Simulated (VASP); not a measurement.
# WBrF3 (Pm-3m) in VASP: relaxation of cell and atoms with PBE

Aim: the relaxation of cell and atoms of WBrF3 with PBE.

Everything below comes from runs of VASP 6.6.1. Logs are shortened: lines on timing, memory, paths and dates and some standing lists are left out, and cuts for length are marked.

## Step 1: The cell of the first run

It takes space group Pm-3m (No. 221, cubic). The conventional cell has a = 4.263 Å, b = 4.263 Å, c = 4.263 Å, α = 90.00°, β = 90.00°, γ = 90.00°. Within 2.8 Å of W (site symmetry m-3m) lie 6 F at 2.13 Å. Br (site symmetry m-3m) has 12 F at 3.01 Å and 8 W at 3.69 Å within 4.0 Å. Within 2.8 Å of F (site symmetry 4/mmm) lie 2 W at 2.13 Å.

The cell was built from a structure type or drawn by symmetry, and may not be a known phase.

## Step 2: Relaxation of cell and atoms, PBE, collinear spin

Contents of INCAR:

```
PREC     = Accurate       # precision mode
ENCUT    = 600            # plane-wave cutoff, eV
EDIFF    = 1E-7           # SCF threshold, eV
ISMEAR   = 0              # smearing method
SIGMA    = 0.1            # smearing width, eV
LREAL    = False          # projectors in reciprocal space
LASPH    = True           # aspherical terms in the spheres
NELM     = 150            # most SCF steps
ALGO     = Normal         # electronic algorithm
ISIF     = 3              # what is computed and relaxed
LWAVE    = False          # write WAVECAR
LCHARG   = False          # write CHGCAR
ISPIN    = 2              # spin polarisation
MAGMOM   = 1.29 -0.24 0.05 0.05 0.05 # initial moments
LORBIT   = 11             # projections on sites
LMAXMIX  = 4              # l up to which the mixer works
GGA      = PE             # functional
IBRION   = 2              # ionic algorithm
NSW      = 90             # ionic steps
EDIFFG   = -0.04          # ionic threshold
```

Contents of KPOINTS:

```
regular mesh
0
Gamma
  4 4 4
```

Contents of POSCAR:

```
WBrF3
1.0
    4.2633043700      0.0000000000      0.0000000000
    0.0000000000      4.2633043700      0.0000000000
    0.0000000000      0.0000000000      4.2633043700
W Br F
1 1 3
Direct
    0.5000000000      0.5000000000      0.5000000000
    0.0000000000      0.0000000000      0.0000000000
    0.0000000000      0.5000000000      0.5000000000
    0.5000000000      0.5000000000      0.0000000000
    0.5000000000      0.0000000000      0.5000000000
```

Potentials or basis: VASP PAW PBE potentials, release 64 (W_sv, Br, F).

On the command line:

```sh
> cat potpaw_PBE.64/W_sv/POTCAR potpaw_PBE.64/Br/POTCAR potpaw_PBE.64/F/POTCAR > POTCAR
> mpirun -np 1 vasp_std > vasp.out
```

OUTCAR:

```text
PREC = Accurate
   ENCUT = 600
   EDIFF = 1E-7
   ISMEAR = 0
   LREAL = False
   LASPH = True
   NELM = 150
   ISIF = 3
   ISPIN = 2
   LORBIT = 11
   GGA = PE
   IBRION = 2
   NSW = 90
   EDIFFG = -0.04

 ion  position               nearest neighbor table
   1  0.500  0.500  0.500-   3 2.13   4 2.13   5 2.13   4 2.13   5 2.13   3 2.13
   2  0.000  0.000  0.000-
   3  0.000  0.500  0.500-   1 2.13   1 2.13
   4  0.500  0.500  0.000-   1 2.13   1 2.13
   5  0.500  0.000  0.500-   1 2.13   1 2.13

  LATTYP: Found a simple cubic cell.
 ALAT       =     4.2633043700

  Lattice vectors:

 A1 = (   4.2633043700,   0.0000000000,   0.0000000000)
 A2 = (   0.0000000000,   4.2633043700,   0.0000000000)
 A3 = (   0.0000000000,   0.0000000000,   4.2633043700)

Analysis of symmetry for initial positions (statically):
=====================================================================
 Subroutine PRICEL returns:
 Original cell was already a primitive cell.

 Routine SETGRP: Setting up the symmetry group for a
 simple cubic supercell.

 Subroutine GETGRP returns: Found 48 space group operations
 (whereof 48 operations were pure point group operations)
 out of a pool of 48 trial point group operations.

The static configuration has the point symmetry O_h .

Analysis of symmetry for dynamics (positions and initial velocities):
=====================================================================
 Subroutine PRICEL returns:
 Original cell was already a primitive cell.

 Routine SETGRP: Setting up the symmetry group for a
 simple cubic supercell.

 Subroutine GETGRP returns: Found 48 space group operations
 (whereof 48 operations were pure point group operations)
 out of a pool of 48 trial point group operations.

The dynamic configuration has the point symmetry O_h .

Analysis of structural, dynamic, and magnetic symmetry:
=====================================================================
 Subroutine PRICEL returns:
 Original cell was already a primitive cell.

 Routine SETGRP: Setting up the symmetry group for a
 simple cubic supercell.

 Subroutine GETGRP returns: Found 48 space group operations
 (whereof 48 operations were pure point group operations)
 out of a pool of 48 trial point group operations.

The overall configuration has the point symmetry O_h .

 Subroutine INISYM returns: Found 48 space group operations
 (whereof 48 operations are pure point group operations),
 and found     1 'primitive' translations

----------------------------------------------------------------------------------------

                                     Primitive cell

  volume of cell :      77.4888

  direct lattice vectors                    reciprocal lattice vectors
     4.263304370  0.000000000  0.000000000     0.234559842  0.000000000  0.000000000
     0.000000000  4.263304370  0.000000000     0.000000000  0.234559842  0.000000000
     0.000000000  0.000000000  4.263304370     0.000000000  0.000000000  0.234559842

  length of vectors
     4.263304370  4.263304370  4.263304370     0.234559842  0.234559842  0.234559842

  position of ions in fractional coordinates (direct lattice)
     0.500000000  0.500000000  0.500000000
     0.000000000  0.000000000  0.000000000
     0.000000000  0.500000000  0.500000000
     0.500000000  0.500000000  0.000000000
     0.500000000  0.000000000  0.500000000

  ion indices of the primitive-cell ions
   primitive index   ion index
                 1           1
                 2           2
                 3           3
                 4           4
                 5           5

----------------------------------------------------------------------------------------

 KPOINTS: regular mesh

Automatic generation of k-mesh.
 Grid dimensions read from file:
 generate k-points for:    4    4    4

 Generating k-lattice:

  Cartesian coordinates                     Fractional coordinates (reciprocal lattice)
     0.058639961  0.000000000  0.000000000     0.250000000  0.000000000  0.000000000
     0.000000000  0.058639961  0.000000000     0.000000000  0.250000000  0.000000000
     0.000000000  0.000000000  0.058639961     0.000000000  0.000000000  0.250000000

  Length of vectors
     0.058639961  0.058639961  0.058639961

  Shift w.r.t. Gamma in fractional coordinates (k-lattice)
     0.000000000  0.000000000  0.000000000

 Subroutine IBZKPT returns following result:
 ===========================================

 Found     10 irreducible k-points:

 Following reciprocal coordinates:
            Coordinates               Weight
  0.000000  0.000000  0.000000      1.000000
  0.250000  0.000000  0.000000      6.000000
  0.500000  0.000000  0.000000      3.000000
  0.250000  0.250000  0.000000     12.000000
  0.500000  0.250000  0.000000     12.000000
  0.500000  0.500000  0.000000      3.000000
  0.250000  0.250000  0.250000      8.000000
  0.500000  0.250000  0.250000     12.000000
  0.500000  0.500000  0.250000      6.000000
  0.500000  0.500000  0.500000      1.000000
   k-points           NKPTS =     10   k-points in BZ     NKDIM =     10   number of bands    NBANDS=     26
   number of dos      NEDOS =    301   number of ions     NIONS =      5
   total plane-waves  NPLWV =  46656
   dimension x,y,z NGX =    36 NGY =   36 NGZ =   36
   dimension x,y,z NGXF=    72 NGYF=   72 NGZF=   72
   ions per type =               1   1   3
   NGX,Y,Z   is equivalent  to a cutoff of  14.04, 14.04, 14.04 a.u.
   NGXF,Y,Z  is equivalent  to a cutoff of  28.08, 28.08, 28.08 a.u.
 SYSTEM =  unknown system
   PREC   = accura    normal or accurate (medium, high low for compatibility)
   ISTART =      0    job   : 0-new  1-cont  2-samecut
   ICHARG =      2    charge: 1-file 2-atom 10-const
   ISPIN  =      2    spin polarized calculation?
   LNONCOLLINEAR =      F non collinear calculations
   LSORBIT =      F    spin-orbit coupling
   LASPH  =      T    aspherical Exc in radial PAW
   ENCUT  =  600.0 eV  44.10 Ry    6.64 a.u.   8.51  8.51  8.51*2*pi/ulx,y,z
   NELM   =    150;   NELMIN=  2; NELMDL= -5     # of ELM steps
   EDIFF  = 0.1E-06   stopping-criterion for ELM
   LREAL  =      F    real-space projection
   EDIFFG = -.4E-01   stopping-criterion for IOM
   NSW    =     90    number of steps for IOM
   IBRION =      2    ionic relax: 0-MD 1-quasi-New 2-CG
   NFREE  =      1    steps in history (QN), initial steepest desc. (CG)
   ISIF   =      3    stress and relaxation
   ISYM   =      2    0-nonsym 1-usesym 2-fastsym
   POTIM  = 0.5000    time-step for ionic-motion
   TEBEG  =    0.0;   TEEND  =   0.0 temperature during run
   PSTRESS=    0.0 pullay stress
   NELECT =      42.0000    total number of electrons
   NUPDOWN=      -1.0000    fix difference up-down
   EMIN   =  10.00;   EMAX   =-10.00  energy-range for DOS
   EFERMI =   0.00;   METHOD = LEGACY
   ISMEAR =     0;   SIGMA  =   0.10  broadening in eV -4-tet -1-fermi 0-gaus
   EFERMI_NEDOS =   21; number of points for ismear=-14 and -15
   IALGO  =     38    algorithm
   IMIX   =      4    mixing-type and parameters
     AMIX     =   0.40;   BMIX     =  1.00
     AMIX_MAG =   1.60;   BMIX_MAG =  1.00
  volume/ion in A,a.u.               =      15.50       104.58
  Fermi-wavevector in a.u.,A,eV,Ry     =   1.334786  2.522379 24.240864  1.781653
  Thomas-Fermi vector in A             =   2.463540
   LORBIT       =     11    0 simple, 1 ext, 2 COOP (PROOUT), +10 PAW based schemes
   GGA     = PE    functional components
   LHFCALC =     F    Hartree Fock is set to
   AEXX    =    0.0000 exact exchange contribution
   IVDW    =     0    specifies the selected vdW correction
   LEPSILON=     F    determine dielectric tensor
   LRPA    =     F    only Hartree local field effects (RPA)
 conjugate gradient relaxation of ions
 spin polarized calculation
 Gauss-broadening in eV      SIGMA  =   0.10
  energy-cutoff  :      600.00
  volume of cell :       77.49
 maximum number of plane-waves:      2624
 NGX is ok and might be reduce to    36
   NGX = 17   NGY = 17   NGZ = 17

--------------------------------------- Ionic step        1  -------------------------------------------

 number of electron      42.0000030 magnetization       2.0003247

 Free energy of the ion-electron system (eV)
  ---------------------------------------------------
  ext. energy  EPLUGINS =         0.00000000
  ---------------------------------------------------
  free energy    TOTEN  =       -25.94690186 eV

  energy without entropy =      -25.92097595  energy(sigma->0) =      -25.93393890

------------------------ aborting loop because EDIFF is reached ----------------------------------------

  FORCE on cell =-STRESS in cart. coord.  units (eV):
  Direction    XX          YY          ZZ          XY          YZ          ZX
  --------------------------------------------------------------------------------------
  -------------------------------------------------------------------------------------
  Total       -2.9059083     -2.9059083     -2.9059083     -0.0000000     -0.0000000      0.0000000
  in kB      -60.0832572    -60.0832572    -60.0832572     -0.0000000     -0.0000000      0.0000000
  external PRESSURE =     -60.0832572 kB  Pullay stress =       0.0000000 kB
[... 63 lines left out ...]
  energy  without entropy=      -26.0265056851  energy(sigma->0) =      -26.03387789

--------------------------------------- Ionic step        3  -------------------------------------------

 number of electron      42.0000018 magnetization       1.7198262

 Free energy of the ion-electron system (eV)
  ---------------------------------------------------
  ext. energy  EPLUGINS =         0.00000000
  ---------------------------------------------------
  free energy    TOTEN  =       -26.04214460 eV

  energy without entropy =      -26.02235978  energy(sigma->0) =      -26.03225219

 E-fermi :   3.7442     XC(G=0): -10.5154

 val. band max:        3.7222449615   @ k =   0.5000   0.0000   0.0000
 cond. band min:       3.7479918234   @ k =   0.2500   0.0000   0.0000
 fundamental gap:      0.0257468620
 Fermi energy:         3.7442139124

 spin component 1

 k-point     1 :       0.0000    0.0000    0.0000
  band No.  band energies     occupation
      1     -72.9625      1.00000
      2     -37.1722      1.00000
      3     -37.1722      1.00000
      4     -37.1721      1.00000
      5     -21.4359      1.00000
      6     -21.1190      1.00000
[... 279 lines left out ...]
     25       8.5578      0.00000
     26      11.0853      0.00000
 Fermi energy:         3.7442139124

 spin component 2

 k-point     1 :       0.0000    0.0000    0.0000
  band No.  band energies     occupation
      1     -72.1489      1.00000
      2     -36.0879      1.00000
      3     -36.0879      1.00000
      4     -36.0879      1.00000
      5     -21.3603      1.00000
      6     -21.0543      1.00000
[... 311 lines left out ...]
  FREE ENERGIE OF THE ION-ELECTRON SYSTEM (eV)
  ---------------------------------------------------
  free  energy   TOTEN  =       -26.0421446029 eV

  energy  without entropy=      -26.0223597822  energy(sigma->0) =      -26.03225219

 reached required accuracy - stopping structural energy minimisation

 total charge

# of ion       s       p       d       tot
------------------------------------------
    1        2.208   6.193   2.973  11.374
    2        1.622   3.258   0.008   4.889
    3        1.735   4.351   0.000   6.086
    4        1.735   4.351   0.000   6.086
    5        1.735   4.351   0.000   6.086
--------------------------------------------------
tot          9.035  22.505   2.981  34.520

 magnetization (x)

# of ion       s       p       d       tot
------------------------------------------
    1        0.017   0.011   1.575   1.603
    2       -0.005  -0.154   0.000  -0.159
    3        0.000   0.026   0.000   0.026
    4        0.000   0.026   0.000   0.026
    5        0.000   0.026   0.000   0.026
--------------------------------------------------
tot          0.012  -0.065   1.576   1.523
```

It took 2 min on 1 thread of AMD EPYC 7R13 (Zen 3), shared host; peak memory 0.24 GiB.

Results:

| Quantity | Value |
| --- | --- |
| Free energy | -26.0421 eV |
| Relaxed volume | 14.41 Å³/atom |
| Relaxed cell | a = 4.161 Å, b = 4.161 Å, c = 4.161 Å, α = 90.00°, β = 90.00°, γ = 90.00° |
| Space group after relaxing (to 0.1 Å) | Pm-3m (No. 221) |
| Energy gained by relaxing | 19.0 meV/atom |
| Ionic steps | 3 |
| Pressure after relaxing | -0.3 GPa |
| Net moment | 1.72 μB per cell |
| Site moments | W +1.60; Br -0.16; F +0.03 μB |
| Valence electrons inside the program's atomic spheres | W 11.37; Br 4.89; F 6.09 |

The path:
```csv
step,energy change (eV),largest force (eV/Å),pressure (GPa),volume (Å³)
1,0.0000,0.0000,-6.01,77.49
2,-0.0943,0.0000,0.81,71.15
3,-0.0952,0.0000,-0.35,72.05
```

Final structure:
```yaml
crystal:
  lattice:
    - [4.16109, 0.00000, 0.00000]
    - [0.00000, 4.16109, 0.00000]
    - [0.00000, 0.00000, 4.16109]
  atoms:
    - { symbol: W, position: [0.50000, 0.50000, 0.50000] }
    - { symbol: Br, position: [0.00000, 0.00000, 0.00000] }
    - { symbol: F, position: [0.00000, 0.50000, 0.50000] }
    - { symbol: F, position: [0.50000, 0.50000, 0.00000] }
    - { symbol: F, position: [0.50000, 0.00000, 0.50000] }
```

Caveat: the k points lie up to 0.38 Å⁻¹ apart in the final cell; spin-orbit coupling is left out, which moves the levels of the heavy elements.
